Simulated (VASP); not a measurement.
# Li2S (Fm-3m) in VASP: a series of runs, part 2 of 3

VASP 6.6.1.

### Step 4. Relaxation of cell and atoms, PBE, target pressure 10 GPa, at which the enthalpy is minimised

This run uses another cell than the first one, of 15.34 Å³/atom.

Contents of INCAR:

```
ALGO = Normal ; EDIFF = 1E-7
EDIFFG = -0.03 ; ENCUT = 750
GGA = PE ; GGA_COMPAT = False
IBRION = 2 ; ISIF = 3
ISMEAR = 0 ; LASPH = True
LCHARG = False ; LREAL = False
LWAVE = False ; NELM = 120
NELMIN = 4 ; NSW = 80
PREC = Accurate ; PSTRESS = 100.0
SIGMA = 0.01
```

Contents of KPOINTS:

```
k-points
0
Gamma
  6 6 6
```

Contents of POSCAR:

```
Li2S
1.0
    0.0000000000      2.8445000000      2.8445000000
    2.8445000000      0.0000000000      2.8445000000
    2.8445000000      2.8445000000      0.0000000000
Li S
2 1
Direct
    0.2500000000      0.2500000000      0.2500000000
    0.7500000000      0.7500000000      0.7500000000
    0.0000000000      0.0000000000      0.0000000000
```

Potentials or basis: VASP PAW PBE potentials, release 64 (Li_sv, S).

The run is started by

```sh
cat potpaw_PBE.64/Li_sv/POTCAR potpaw_PBE.64/S/POTCAR > POTCAR
mpirun -np 1 vasp_std > vasp.out
```

OUTCAR:

```text
EDIFF = 1E-7
   EDIFFG = -0.03
   ENCUT = 750
   GGA = PE
   IBRION = 2
   ISIF = 3
   ISMEAR = 0
   LASPH = True
   LREAL = False
   NELM = 120
   NELMIN = 4
   NSW = 80
   PREC = Accurate
   PSTRESS = 100.0

 ion  position               nearest neighbor table
   1  0.250  0.250  0.250-   3 2.46   3 2.46   3 2.46   3 2.46
   2  0.750  0.750  0.750-   3 2.46   3 2.46   3 2.46   3 2.46
   3  0.000  0.000  0.000-   2 2.46   2 2.46   2 2.46   1 2.46   2 2.46   1 2.46   1 2.46   1 2.46

  LATTYP: Found a face centered cubic cell.
 ALAT       =     5.6890000000

  Lattice vectors:

 A1 = (   0.0000000000,   2.8445000000,   2.8445000000)
 A2 = (   2.8445000000,   0.0000000000,   2.8445000000)
 A3 = (   2.8445000000,   2.8445000000,   0.0000000000)

Analysis of symmetry for initial positions (statically):
=====================================================================
 Subroutine PRICEL returns:
 Original cell was already a primitive cell.

 Routine SETGRP: Setting up the symmetry group for a
 face centered cubic supercell.

 Subroutine GETGRP returns: Found 48 space group operations
 (whereof 48 operations were pure point group operations)
 out of a pool of 48 trial point group operations.

The static configuration has the point symmetry O_h .

Analysis of symmetry for dynamics (positions and initial velocities):
=====================================================================
 Subroutine PRICEL returns:
 Original cell was already a primitive cell.

 Routine SETGRP: Setting up the symmetry group for a
 face centered cubic supercell.

 Subroutine GETGRP returns: Found 48 space group operations
 (whereof 48 operations were pure point group operations)
 out of a pool of 48 trial point group operations.

The dynamic configuration has the point symmetry O_h .

 Subroutine INISYM returns: Found 48 space group operations
 (whereof 48 operations are pure point group operations),
 and found     1 'primitive' translations

----------------------------------------------------------------------------------------

                                     Primitive cell

  volume of cell :      46.0307

  direct lattice vectors                    reciprocal lattice vectors
     0.000000000  2.844500000  2.844500000    -0.175777817  0.175777817  0.175777817
     2.844500000  0.000000000  2.844500000     0.175777817 -0.175777817  0.175777817
     2.844500000  2.844500000  0.000000000     0.175777817  0.175777817 -0.175777817

  length of vectors
     4.022730478  4.022730478  4.022730478     0.304456110  0.304456110  0.304456110

  position of ions in fractional coordinates (direct lattice)
     0.250000000  0.250000000  0.250000000
     0.750000000  0.750000000  0.750000000
     0.000000000  0.000000000  0.000000000

  ion indices of the primitive-cell ions
   primitive index   ion index
                 1           1
                 2           2
                 3           3

----------------------------------------------------------------------------------------

 KPOINTS: k-points

Automatic generation of k-mesh.
 Grid dimensions read from file:
 generate k-points for:    6    6    6

 Generating k-lattice:

  Cartesian coordinates                     Fractional coordinates (reciprocal lattice)
    -0.029296303  0.029296303  0.029296303     0.166666667  0.000000000  0.000000000
     0.029296303 -0.029296303  0.029296303     0.000000000  0.166666667  0.000000000
     0.029296303  0.029296303 -0.029296303     0.000000000  0.000000000  0.166666667

  Length of vectors
     0.050742685  0.050742685  0.050742685

  Shift w.r.t. Gamma in fractional coordinates (k-lattice)
     0.000000000  0.000000000  0.000000000

 Subroutine IBZKPT returns following result:
 ===========================================

 Found     16 irreducible k-points:

 Following reciprocal coordinates:
            Coordinates               Weight
  0.000000  0.000000  0.000000      1.000000
  0.166667  0.000000  0.000000      8.000000
  0.333333  0.000000  0.000000      8.000000
  0.500000  0.000000  0.000000      4.000000
  0.166667  0.166667  0.000000      6.000000
  0.333333  0.166667  0.000000     24.000000
[... 8 lines left out ...]
 -0.333333  0.333333  0.166667     24.000000
 -0.333333  0.500000  0.166667     12.000000
   k-points           NKPTS =     16   k-points in BZ     NKDIM =     16   number of bands    NBANDS=     10
   number of dos      NEDOS =    301   number of ions     NIONS =      3
   total plane-waves  NPLWV =  46656
   dimension x,y,z NGX =    36 NGY =   36 NGZ =   36
   dimension x,y,z NGXF=    72 NGYF=   72 NGZF=   72
   ions per type =               2   1
   NGX,Y,Z   is equivalent  to a cutoff of  14.88, 14.88, 14.88 a.u.
   NGXF,Y,Z  is equivalent  to a cutoff of  29.76, 29.76, 29.76 a.u.
 SYSTEM =  unknown system
   PREC   = accura    normal or accurate (medium, high low for compatibility)
   ISTART =      0    job   : 0-new  1-cont  2-samecut
   ICHARG =      2    charge: 1-file 2-atom 10-const
   ISPIN  =      1    spin polarized calculation?
   LNONCOLLINEAR =      F non collinear calculations
   LSORBIT =      F    spin-orbit coupling
   LASPH  =      T    aspherical Exc in radial PAW
   ENCUT  =  750.0 eV  55.12 Ry    7.42 a.u.   8.98  8.98  8.98*2*pi/ulx,y,z
   NELM   =    120;   NELMIN=  4; NELMDL= -5     # of ELM steps
   EDIFF  = 0.1E-06   stopping-criterion for ELM
   LREAL  =      F    real-space projection
   EDIFFG = -.3E-01   stopping-criterion for IOM
   NSW    =     80    number of steps for IOM
   IBRION =      2    ionic relax: 0-MD 1-quasi-New 2-CG
   NFREE  =      1    steps in history (QN), initial steepest desc. (CG)
   ISIF   =      3    stress and relaxation
   ISYM   =      2    0-nonsym 1-usesym 2-fastsym
   POTIM  = 0.5000    time-step for ionic-motion
   TEBEG  =    0.0;   TEEND  =   0.0 temperature during run
   PSTRESS=  100.0 pullay stress
   NELECT =      12.0000    total number of electrons
   NUPDOWN=      -1.0000    fix difference up-down
   EMIN   =  10.00;   EMAX   =-10.00  energy-range for DOS
   EFERMI =   0.00;   METHOD = LEGACY
   ISMEAR =     0;   SIGMA  =   0.01  broadening in eV -4-tet -1-fermi 0-gaus
   EFERMI_NEDOS =   21; number of points for ismear=-14 and -15
   IALGO  =     38    algorithm
   IMIX   =      4    mixing-type and parameters
     AMIX     =   0.40;   BMIX     =  1.00
     AMIX_MAG =   1.60;   BMIX_MAG =  1.00
  volume/ion in A,a.u.               =      15.34       103.54
  Fermi-wavevector in a.u.,A,eV,Ry     =   1.045810  1.976294 14.880934  1.093718
  Thomas-Fermi vector in A             =   2.180621
   LORBIT       =      0    0 simple, 1 ext, 2 COOP (PROOUT), +10 PAW based schemes
   GGA     = PE    functional components
   LHFCALC =     F    Hartree Fock is set to
   AEXX    =    0.0000 exact exchange contribution
   IVDW    =     0    specifies the selected vdW correction
   LEPSILON=     F    determine dielectric tensor
   LRPA    =     F    only Hartree local field effects (RPA)
 conjugate gradient relaxation of ions
 non-spin polarized calculation
 Gauss-broadening in eV      SIGMA  =   0.01
  energy-cutoff  :      750.00
  volume of cell :       46.03
 maximum number of plane-waves:      2168
   NGX = 17   NGY = 17   NGZ = 17

--------------------------------------- Ionic step        1  -------------------------------------------

 number of electron      11.9999998 magnetization

 Free energy of the ion-electron system (eV)
  ---------------------------------------------------
  ext. energy  EPLUGINS =         0.00000000
  ---------------------------------------------------
  free energy    TOTEN  =       -11.99445752 eV

  energy without entropy =      -11.99445752  energy(sigma->0) =      -11.99445752

------------------------ aborting loop because EDIFF is reached ----------------------------------------

  FORCE on cell =-STRESS in cart. coord.  units (eV):
  Direction    XX          YY          ZZ          XY          YZ          ZX
  --------------------------------------------------------------------------------------
  -------------------------------------------------------------------------------------
  Total        0.0681575      0.0681575      0.0681575      0.0000000      0.0000000      0.0000000
  in kB        2.3723370      2.3723370      2.3723370      0.0000000      0.0000000      0.0000000
  external PRESSURE =     -97.6276630 kB  Pullay stress =     100.0000000 kB
[... 63 lines left out ...]
  enthalpy is  TOTEN    =        -9.3570239068 eV   P V=        2.5015243883

--------------------------------------- Ionic step        3  -------------------------------------------

 number of electron      12.0000002 magnetization

 Free energy of the ion-electron system (eV)
  ---------------------------------------------------
  ext. energy  EPLUGINS =         0.00000000
  ---------------------------------------------------
  free energy    TOTEN  =       -11.80044123 eV

  energy without entropy =      -11.80044123  energy(sigma->0) =      -11.80044123

 E-fermi :   2.8013     XC(G=0):  -9.1685

 val. band max:        2.6172318897   @ k =   0.0000   0.0000   0.0000
 cond. band min:       5.8458721515   @ k =   0.5000   0.5000   0.0000
 fundamental gap:      3.2286402617
 Fermi energy:         2.8012742412

 k-point     1 :       0.0000    0.0000    0.0000
  band No.  band energies     occupation
      1     -41.3025      2.00000
      2     -41.2208      2.00000
      3      -8.9078      2.00000
      4       2.6172      2.00000
      5       2.6172      2.00000
      6       2.6172      2.00000
      7       7.8187      0.00000
      8       8.8799      0.00000
      9       8.8799      0.00000
     10       8.8799      0.00000
[... 223 lines left out ...]
  FREE ENERGIE OF THE ION-ELECTRON SYSTEM (eV)
  ---------------------------------------------------
  free  energy   TOTEN  =       -11.8004412314 eV

  energy  without entropy=      -11.8004412314  energy(sigma->0) =      -11.80044123

  enthalpy is  TOTEN    =        -9.3645296235 eV   P V=        2.4359116080

 reached required accuracy - stopping structural energy minimisation
```

OSZICAR:

```text
N       E                     dE             d eps       ncg     rms          rms(c)
DAV:   1     0.461449628705E+02    0.46145E+02   -0.67687E+03   320   0.150E+03
DAV:   2    -0.576597732226E+01   -0.51911E+02   -0.49594E+02   414   0.225E+02
DAV:   3    -0.119693242322E+02   -0.62033E+01   -0.61828E+01   508   0.624E+01
[... 28 lines left out ...]
DAV:   4    -0.118005021710E+02    0.23714E-03   -0.62159E-04   496   0.187E-01    0.156E-01
DAV:   5    -0.118004474872E+02    0.54684E-04   -0.20630E-04   564   0.106E-01    0.579E-02
DAV:   6    -0.118004415255E+02    0.59617E-05   -0.17601E-05   436   0.445E-02    0.179E-02
DAV:   7    -0.118004412417E+02    0.28375E-06   -0.25894E-06   442   0.133E-02    0.152E-03
DAV:   8    -0.118004412314E+02    0.10259E-07   -0.88204E-08   308   0.345E-03
   3 F= -.93645296E+01 E0= -.93645296E+01  d E =-.243083E+00
```

Run time: 31 s. Hardware: 1 thread of Intel Xeon Platinum 8559C (Emerald Rapids), shared host; peak memory 0.2 GiB.

Results:

```yaml
Free_energy: -11.8004 eV
Relaxed_volume: 13.01 Å³/atom
Relaxed_cell: a = 3.807 Å, b = 3.807 Å, c = 3.807 Å, α = 60.00°, β = 60.00°, γ = 60.00°
Space_group_after_relaxing_to_0.1_Å: Fm-3m (No. 225)
Energy_change_on_relaxing_the_run_minimises_the_enthalpy: +64.7 meV/atom
Ionic_steps: 3
Pressure_after_relaxing: 9.8 GPa
Band_gap_on_the_k_mesh: 3.23 eV (least direct gap 5.02 eV)
```

The path:
```
step  energy change (eV)  largest force (eV/Å)  pressure (GPa)  volume (Å³)
   1              0.0000                0.0000            0.24        46.03
   2              0.1359                0.0000            7.90        40.08
   3              0.1940                0.0000            9.85        39.03
```

Final structure:
```yaml
crystal:
  lattice:
    - [0.00000, 2.69224, 2.69224]
    - [2.69224, 0.00000, 2.69224]
    - [2.69224, 2.69224, 0.00000]
  atoms:
    - { symbol: Li, position: [0.25000, 0.25000, 0.25000] }
    - { symbol: Li, position: [0.75000, 0.75000, 0.75000] }
    - { symbol: S, position: [0.00000, 0.00000, 0.00000] }
```

Caveat: the cell is relaxed towards a set pressure, so the run minimises the enthalpy, not the energy; the volume moved by over 15 % at a fixed basis, so the end points are rough. A hybrid or GW would open this gap; PBE tends to underestimate it.

(Continued in part 3 of 3.)
